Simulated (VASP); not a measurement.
# MgB2 (P6/mmm) in VASP: further runs, part 2 of 2

VASP 6.6.1.

### 4 Electric field gradients, LDA (volume scaled by 1.01)

Input file INCAR:

```
PREC     = Accurate       # precision mode
ENCUT    = 520            # plane-wave cutoff, eV
EDIFF    = 1E-8           # SCF threshold, eV
ISMEAR   = -1             # smearing method
SIGMA    = 0.05           # smearing width, eV
LREAL    = F              # projectors in reciprocal space
LASPH    = T              # aspherical terms in the spheres
NELM     = 60             # most SCF steps
ALGO     = Normal         # electronic algorithm
ISIF     = 2              # what is computed and relaxed
LWAVE    = F              # write WAVECAR
LCHARG   = F              # write CHGCAR
GGA      = CA             # functional
LEFG     = T            
NBANDS   = 11             # bands
```

Input file KPOINTS:

```
Automatic mesh
0
Gamma
  15 15 12
```

Input file POSCAR:

```
MgB2
1.0
    3.0952499526      0.0000000000      0.0000000000
   -1.5476249763      2.6805650900      0.0000000000
    0.0000000000      0.0000000000      3.5347044049
Mg B
1 2
Direct
    0.0000000000      0.0000000000      0.0000000000
    0.3333333333      0.6666666667      0.5000000000
    0.6666666667      0.3333333333      0.5000000000
```

Potentials or basis: VASP PAW LDA potentials, release 64 (Mg, B).

Run with:

```console
$ cat potpaw_LDA.64/Mg/POTCAR potpaw_LDA.64/B/POTCAR > POTCAR
$ mpirun -np 1 vasp_std > vasp.out
```

OUTCAR:

```text
PREC = Accurate
   ENCUT = 520
   EDIFF = 1E-8
   ISMEAR = -1
   LREAL = F
   LASPH = T
   NELM = 60
   ISIF = 2
   GGA = CA

 ion  position               nearest neighbor table
   1  0.000  0.000  0.000-   2 2.51   3 2.51   2 2.51   3 2.51   2 2.51   2 2.51   3 2.51   3 2.51
                             3 2.51   3 2.51   2 2.51   2 2.51
   2  0.333  0.667  0.500-   3 1.79   3 1.79   3 1.79   1 2.51   1 2.51   1 2.51   1 2.51   1 2.51
                             1 2.51
   3  0.667  0.333  0.500-   2 1.79   2 1.79   2 1.79   1 2.51   1 2.51   1 2.51   1 2.51   1 2.51
                             1 2.51

  LATTYP: Found a hexagonal cell.
[... 564 lines left out ...]
---------------------------------------------------------------------
 ion       V_xx      V_yy      V_zz      V_xy      V_xz      V_yz
---------------------------------------------------------------------
   1       0.297     0.297    -0.594    -0.000    -0.000    -0.000
   2      -9.793    -9.793    19.586     0.000     0.000     0.000
   3      -9.793    -9.793    19.586     0.000     0.000     0.000
---------------------------------------------------------------------

 Electric field gradients after diagonalization (V/A^2)
 (convention: |V_zz| > |V_xx| > |V_yy|)
----------------------------------------------------------------------
 ion       V_xx      V_yy      V_zz     asymmetry (V_yy - V_xx)/ V_zz
----------------------------------------------------------------------
   1       0.297     0.297    -0.594       0.000
   2      -9.793    -9.793    19.586       0.000
   3      -9.793    -9.793    19.586       0.000
----------------------------------------------------------------------

           NMR quadrupolar parameters

 Cq : quadrupolar parameter    Cq=e*Q*V_zz/h
 eta: asymmetry parameters     (V_yy - V_xx)/ V_zz
 Q  : nuclear electric quadrupole moment in mb (millibarn)
----------------------------------------------------------------------
 ion       Cq(MHz)       eta       Q (mb)
----------------------------------------------------------------------
   1      -0.001       0.000       1.000
   2       0.047       0.000       1.000
   3       0.047       0.000       1.000
----------------------------------------------------------------------
```

OSZICAR:

```text
N       E                     dE             d eps       ncg     rms          rms(c)
DAV:   1     0.171768430987E+01    0.17177E+01   -0.37659E+03  4494   0.607E+02
DAV:   2    -0.185116647263E+02   -0.20229E+02   -0.19004E+02  5358   0.105E+02
DAV:   3    -0.190462401626E+02   -0.53458E+00   -0.53282E+00  5428   0.141E+01
DAV:   4    -0.190474034305E+02   -0.11633E-02   -0.11632E-02  4845   0.731E-01
DAV:   5    -0.190474070597E+02   -0.36292E-05   -0.36289E-05  5271   0.411E-02    0.511E+00
DAV:   6    -0.174951141698E+02    0.15523E+01   -0.20093E+00  4718   0.645E+00    0.227E+00
DAV:   7    -0.172412588636E+02    0.25386E+00   -0.10008E+00  4888   0.455E+00    0.658E-01
DAV:   8    -0.172421912341E+02   -0.93237E-03   -0.99708E-02  4678   0.169E+00    0.375E-01
DAV:   9    -0.172335954894E+02    0.85957E-02   -0.19679E-02  4662   0.623E-01    0.589E-02
DAV:  10    -0.172335068824E+02    0.88607E-04   -0.10034E-03  5198   0.177E-01    0.198E-02
DAV:  11    -0.172335028362E+02    0.40461E-05   -0.31735E-05  4668   0.336E-02    0.408E-03
DAV:  12    -0.172335019147E+02    0.92153E-06   -0.53253E-06  4805   0.103E-02    0.147E-03
DAV:  13    -0.172335018199E+02    0.94793E-07   -0.28310E-07  4739   0.286E-03    0.197E-04
DAV:  14    -0.172335018200E+02   -0.40188E-10   -0.88359E-09  3514   0.617E-04
   1 F= -.17233502E+02 E0= -.17230145E+02  d E =-.671265E-02
```

It took 32 s on 1 thread of Intel Xeon Platinum 8259CL at 2.50GHz (Skylake/Cascade Lake), shared host; peak memory 0.18 GiB.

Results:

| Quantity | Value |
| --- | --- |
| Free energy | -17.2335 eV |
| Pressure | -9.5 GPa |
| Band gap on the k mesh | zero (band 4 reaches 6.93 eV, above the bottom of band 5 at 3.16 eV) |

Electric field gradients, principal values (V/Å²):
```csv
atom,least,middle,greatest (by size)
1 Mg,0.297,0.297,-0.594
2 B,-9.793,-9.793,19.586
3 B,-9.793,-9.793,19.586
```

Caveat: without QUAD_EFG the Cq values of the log hold for a quadrupole moment of 1 mb, not for the nuclei.

### 5 Electric field gradients, LDA (volume scaled by 0.96)

Input file INCAR:

```
SYSTEM = MgB2
PREC = Accurate
ENCUT = 520
EDIFF = 1E-8
ISMEAR = -1
SIGMA = 0.05
LREAL = .FALSE.
LASPH = .TRUE.
NELM = 80
ALGO = Normal
ISIF = 2
LWAVE = .FALSE.
LCHARG = .FALSE.
LEFG = .TRUE.
NBANDS = 11
```

Input file KPOINTS:

```
regular mesh
0
G
  15 15 12
  0 0 0
```

Input file POSCAR:

```
MgB2
1.0
    3.0433063957      0.0000000000      0.0000000000
   -1.5216531979      2.6355806502      0.0000000000
    0.0000000000      0.0000000000      3.4753860552
Mg B
1 2
Direct
    0.0000000000      0.0000000000      0.0000000000
    0.3333333333      0.6666666667      0.5000000000
    0.6666666667      0.3333333333      0.5000000000
```

Potentials or basis: VASP PAW LDA potentials, release 64 (Mg, B).

Run with:

```console
$ cat potpaw_LDA.64/Mg/POTCAR potpaw_LDA.64/B/POTCAR > POTCAR
$ mpirun -np 1 vasp_std > vasp.out
```

OUTCAR:

```text
SYSTEM = MgB2
   PREC = Accurate
   ENCUT = 520
   EDIFF = 1E-8
   ISMEAR = -1
   LREAL = .FALSE.
   LASPH = .TRUE.
   NELM = 80
   ISIF = 2

 ion  position               nearest neighbor table
   1  0.000  0.000  0.000-   2 2.47   3 2.47   2 2.47   3 2.47   3 2.47   3 2.47   2 2.47   2 2.47
                             3 2.47   3 2.47   2 2.47   2 2.47
   2  0.333  0.667  0.500-   3 1.76   3 1.76   3 1.76   1 2.47   1 2.47   1 2.47   1 2.47   1 2.47
                             1 2.47
   3  0.667  0.333  0.500-   2 1.76   2 1.76   2 1.76   1 2.47   1 2.47   1 2.47   1 2.47   1 2.47
                             1 2.47

  LATTYP: Found a hexagonal cell.
 ALAT       =     3.0433063957
 C/A-ratio  =     1.1419770484

  Lattice vectors:

 A1 = (   3.0433063957,   0.0000000000,   0.0000000000)
 A2 = (  -1.5216531979,   2.6355806502,   0.0000000000)
 A3 = (   0.0000000000,   0.0000000000,   3.4753860552)

Analysis of symmetry for initial positions (statically):
=====================================================================
 Subroutine PRICEL returns:
 Original cell was already a primitive cell.

 Routine SETGRP: Setting up the symmetry group for a
 hexagonal supercell.

 Subroutine GETGRP returns: Found 24 space group operations
 (whereof 24 operations were pure point group operations)
 out of a pool of 24 trial point group operations.

The static configuration has the point symmetry D_6h.

Analysis of symmetry for dynamics (positions and initial velocities):
=====================================================================
 Subroutine PRICEL returns:
 Original cell was already a primitive cell.

 Routine SETGRP: Setting up the symmetry group for a
 hexagonal supercell.
[... 487 lines left out ...]
      2      -1.9600      2.00000
      3       1.0270      2.00000
      4       6.3009      0.00000
      5       8.3005      0.00000
      6      11.3152      0.00000
      7      11.5529      0.00000
      8      13.8610      0.00000
      9      15.2287      0.00000
     10      17.6697      0.00000
     11      19.6448      0.00000

 [... further k-points ...]
[... 5 lines left out ...]
  --------------------------------------------------------------------------------------
  -------------------------------------------------------------------------------------
  Total       -0.3842459     -0.3842459     -0.3778387      0.0000000      0.0000000     -0.0000000
  in kB      -22.0848640    -22.0848640    -21.7166081      0.0000000      0.0000000     -0.0000000
  external PRESSURE =     -21.9621120 kB  Pullay stress =       0.0000000 kB

 VOLUME and BASIS-vectors are now :
 -----------------------------------------------------------------------------
  energy-cutoff  :      520.00
  volume of cell :       27.88
      direct lattice vectors                 reciprocal lattice vectors
     3.043306396  0.000000000  0.000000000     0.328589984  0.189711516  0.000000000
    -1.521653198  2.635580650  0.000000000     0.000000000  0.379423031  0.000000000
     0.000000000  0.000000000  3.475386055     0.000000000  0.000000000  0.287737818

 POSITION                                       TOTAL-FORCE (eV/Angst)
 -----------------------------------------------------------------------------------
      0.00000      0.00000      0.00000        -0.000000      0.000000      0.000000
     -0.00000      1.75705      1.73769        -0.000000      0.000000      0.000000
      1.52165      0.87853      1.73769         0.000000     -0.000000     -0.000000
 -----------------------------------------------------------------------------------
    total drift:                                0.000000     -0.000000     -0.000000

  FREE ENERGIE OF THE ION-ELECTRON SYSTEM (eV)
  ---------------------------------------------------
  free  energy   TOTEN  =       -17.2873885384 eV

  energy  without entropy=      -17.2809827726  energy(sigma->0) =      -17.28418566

 Electric field gradients (V/A^2)
---------------------------------------------------------------------
 ion       V_xx      V_yy      V_zz      V_xy      V_xz      V_yz
---------------------------------------------------------------------
   1       0.355     0.355    -0.711    -0.000     0.000    -0.000
   2      -9.915    -9.915    19.829    -0.000     0.000    -0.000
   3      -9.915    -9.915    19.829    -0.000     0.000     0.000
---------------------------------------------------------------------

 Electric field gradients after diagonalization (V/A^2)
 (convention: |V_zz| > |V_xx| > |V_yy|)
----------------------------------------------------------------------
 ion       V_xx      V_yy      V_zz     asymmetry (V_yy - V_xx)/ V_zz
----------------------------------------------------------------------
   1       0.355     0.355    -0.711       0.000
   2      -9.915    -9.915    19.829       0.000
   3      -9.915    -9.915    19.829       0.000
----------------------------------------------------------------------

           NMR quadrupolar parameters

 Cq : quadrupolar parameter    Cq=e*Q*V_zz/h
 eta: asymmetry parameters     (V_yy - V_xx)/ V_zz
 Q  : nuclear electric quadrupole moment in mb (millibarn)
----------------------------------------------------------------------
 ion       Cq(MHz)       eta       Q (mb)
----------------------------------------------------------------------
   1      -0.002       0.000       1.000
   2       0.048       0.000       1.000
   3       0.048       0.000       1.000
----------------------------------------------------------------------
```

OSZICAR:

```text
N       E                     dE             d eps       ncg     rms          rms(c)
DAV:   1     0.205498505179E+01    0.20550E+01   -0.38540E+03  4606   0.614E+02
DAV:   2    -0.186894128151E+02   -0.20744E+02   -0.19511E+02  5255   0.108E+02
DAV:   3    -0.192226227841E+02   -0.53321E+00   -0.52860E+00  5482   0.140E+01
DAV:   4    -0.192237557157E+02   -0.11329E-02   -0.11328E-02  4820   0.696E-01
DAV:   5    -0.192237589908E+02   -0.32752E-05   -0.32751E-05  5196   0.384E-02    0.534E+00
DAV:   6    -0.175669264716E+02    0.16568E+01   -0.21291E+00  4712   0.677E+00    0.236E+00
DAV:   7    -0.172952787259E+02    0.27165E+00   -0.10479E+00  4880   0.474E+00    0.679E-01
DAV:   8    -0.172964791593E+02   -0.12004E-02   -0.10172E-01  4663   0.174E+00    0.380E-01
DAV:   9    -0.172875099343E+02    0.89692E-02   -0.20199E-02  4659   0.643E-01    0.613E-02
DAV:  10    -0.172873939305E+02    0.11600E-03   -0.10808E-03  5183   0.184E-01    0.196E-02
DAV:  11    -0.172873894957E+02    0.44348E-05   -0.34656E-05  4658   0.362E-02    0.396E-03
DAV:  12    -0.172873886669E+02    0.82887E-06   -0.55266E-06  4749   0.107E-02    0.166E-03
DAV:  13    -0.172873885379E+02    0.12898E-06   -0.41530E-07  4674   0.336E-03    0.144E-04
DAV:  14    -0.172873885384E+02   -0.47504E-09   -0.91017E-09  3889   0.663E-04
   1 F= -.17287389E+02 E0= -.17284186E+02  d E =-.640577E-02
```

Run time: 72 s. Hardware: 1 thread of Intel Xeon 8259CL, shared host; peak memory 0.18 GiB.

What came out:

```yaml
Free_energy: -17.2874 eV
Pressure: -2.2 GPa
Band_gap_on_the_k_mesh: zero (band 4 reaches 7.34 eV, above the bottom of band 5 at 3.44 eV)
```

Electric field gradients, principal values (V/Å²):
```
atom   least  middle  greatest (by size)
1 Mg   0.355   0.355              -0.711
 2 B  -9.915  -9.915              19.829
 3 B  -9.915  -9.915              19.829
```

Caveat: without QUAD_EFG the Cq values of the log hold for a quadrupole moment of 1 mb, not for the nuclei.

### 6 Overview

```csv
cell,gap on the mesh (eV),pressure (GPa)
"a = 3.085, b = 3.085, c = 3.523 Å, angles 90.0, 90.0, 120.0°, 3 atoms",none,-8.2
"a = 3.095, b = 3.095, c = 3.535 Å, angles 90.0, 90.0, 120.0°, 3 atoms",none,-9.5
"a = 3.043, b = 3.043, c = 3.475 Å, angles 90.0, 90.0, 120.0°, 3 atoms",none,-2.2
```

Alike in all rows: task electric field gradients; level LDA; potentials or basis VASP PAW LDA potentials, release 64 (Mg, B); no spin polarisation; k mesh 15 × 15 × 12; cutoff (eV) 520; smearing fermi-dirac 0.05 eV.

Absolute energies hang on the potentials; compare differences alone.
